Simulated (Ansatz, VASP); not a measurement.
## One calculation of SnO2, two programs

Contents of INCAR:

```
SYSTEM = SnO2
ALGO = Normal
EDIFF = 1E-6
ENCUT = 520
GGA = PE
ISIF = 2
ISMEAR = 0
LASPH = .True.
LCHARG = .False.
LREAL = .False.
LWAVE = .False.
NBANDS = 35
NELM = 60
PREC = Accurate
SIGMA = 0.05
```

Contents of KPOINTS:

```
k-points
0
Gamma
  6 6 8
  0 0 0
```

The input POSCAR:

```
SnO2
1.0
    4.7055908175      0.0000000000      0.0000000000
    0.0000000000      4.7056041355      0.0000000000
    0.0000000000      0.0000000000      3.4082594291
Sn O
2 4
Direct
    0.5000000000      0.5000000000      0.5000000000
    0.0000000000      0.0000000000      0.0000000000
    0.3212190046      0.3212768970      0.0000000000
    0.8212190046      0.1787231030      0.5000000000
    0.1787809954      0.8212768970      0.5000000000
    0.6787809954      0.6787231030      0.0000000000
```

Input for Ansatz:

```yaml
crystal:
  lattice:
    - [4.7055908175, 0.0, 0.0]
    - [0.0, 4.7056041355, 0.0]
    - [0.0, 0.0, 3.4082594291]
  atoms:
    - { symbol: Sn, position: [0.5, 0.5, 0.5] }
    - { symbol: Sn, position: [0.0, 0.0, 0.0] }
    - { symbol: O, position: [0.3212190046, 0.321276897, 0.0] }
    - { symbol: O, position: [0.8212190046, 0.178723103, 0.5] }
    - { symbol: O, position: [0.1787809954, 0.821276897, 0.5] }
    - { symbol: O, position: [0.6787809954, 0.678723103, 0.0] }
basis:
  ecutwfc: 520.0
kpoints:
  mp_grid: { grid: [6, 6, 8] }
hamiltonian:
  xc: pbe
  pseudopotentials: { kind: paw, azcp: { folder: soft_1 } }
scf:
  occupations: { method: gaussian, width: 0.05 }
output:
  forces: true
  stress: true
  eigenvalues: true
```

Alike in both runs: task single point; functional PBE; k mesh 6 × 6 × 8; occupations gaussian, width 0.05 eV; no spin polarisation.

|  | VASP | Ansatz |
| --- | --- | --- |
| version | VASP 6.6.1 | Ansatz 0.2.0 |
| potentials or method | VASP PAW PBE potentials, release 64 (Sn_d, O), cutoff 520 eV | scalar-relativistic, plane waves, PAW |
| valence electrons in the cell | 52 | 52 |

```csv
,VASP,Ansatz,Ansatz less VASP
gap on the k mesh at the Fermi level (eV),0.49,0.50,+0.013
least direct gap on the mesh (eV),0.49,0.50,+0.013
pressure (GPa),1.0,0.4,-0.61
"traceless stress, the component that is largest in VASP (GPa)",-6.93,-7.30,-0.371
rms of the force components (eV/Å),0.988,0.976,-0.0118
```

Atom by atom the forces differ by 0.012 eV/Å (rms over components). The functional is the same, so the differences come from potentials, cutoffs and numerics.
